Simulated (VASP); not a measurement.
Set up this calculation in VASP 6.6.1, as the native input.

```yaml
Task: single point
Functional: r2SCAN
Dispersion: rVV10
Potentials_or_basis: VASP PAW PBE potentials, release 64 (Zn, S)
Cutoff: 520 eV
k_mesh: 9 × 9 × 9
Occupations: gaussian, width 0.01 eV
Spin: no spin polarisation
Dipole_correction: no
Further_INCAR_settings: ALGO = Normal; EDIFF = 1e-06; NBANDS = 16
```

The system is ZnS.

```
CELL_PARAMETERS angstrom
0.00000 2.73756 2.73756
2.73756 0.00000 2.73756
2.73756 2.73756 0.00000
ATOMIC_POSITIONS crystal
Zn 0.75000 0.75000 0.75000
S 0.00000 0.00000 0.00000
```

This cell differs from its parent crystal: volume scaled by 1.04.

One way to write it, as run:

POSCAR

```
ZnS
1.0
    0.0000000000      2.7375567091      2.7375567091
    2.7375567091      0.0000000000      2.7375567091
    2.7375567091      2.7375567091      0.0000000000
Zn S
1 1
Direct
    0.7500000000      0.7500000000      0.7500000000
    0.0000000000      0.0000000000      0.0000000000
```

INCAR.step1

```
PREC = Accurate
ENCUT = 520
ISMEAR = 0
SIGMA = 0.01
LREAL = F
LASPH = T
NELM = 100
NBANDS = 16
GGA = PE
ALGO = Normal
EDIFF = 1E-4
LWAVE = T
LCHARG = F
```

INCAR.step2

```
PREC = Accurate
ENCUT = 520
EDIFF = 1E-6
ISMEAR = 0
SIGMA = 0.01
LREAL = F
LASPH = T
NELM = 100
ALGO = Normal
ISIF = 2
LWAVE = F
LCHARG = F
METAGGA = R2SCAN
LMIXTAU = T
LUSE_VDW = T
IVDW_NL = 2
BPARAM = 11.95
CPARAM = 0.0093
NBANDS = 16
ISTART = 1
```

KPOINTS

```
regular mesh
0
Gamma
  9 9 9
```

Potentials or basis: VASP PAW PBE potentials, release 64 (Zn, S).

Command:

```console
$ cat potpaw_PBE.64/Zn/POTCAR potpaw_PBE.64/S/POTCAR > POTCAR
$ cp INCAR.step1 INCAR
$ mpirun -np 1 vasp_std > vasp.out
$ cp INCAR.step2 INCAR
$ mpirun -np 1 vasp_std > vasp.out
```

Results of the run:

| Property | Result |
| --- | --- |
| Pressure | -4.1 GPa |
| Band gap on the k mesh | 2.44 eV, direct |

Caveat: the PAW data sets were made with another functional, which shifts forces and pressure a little.

Run time: 65 s on 1 thread of Intel(R) Xeon(R) 6975P-C (Granite Rapids), with other jobs on the host, peak memory 0.29 GiB.
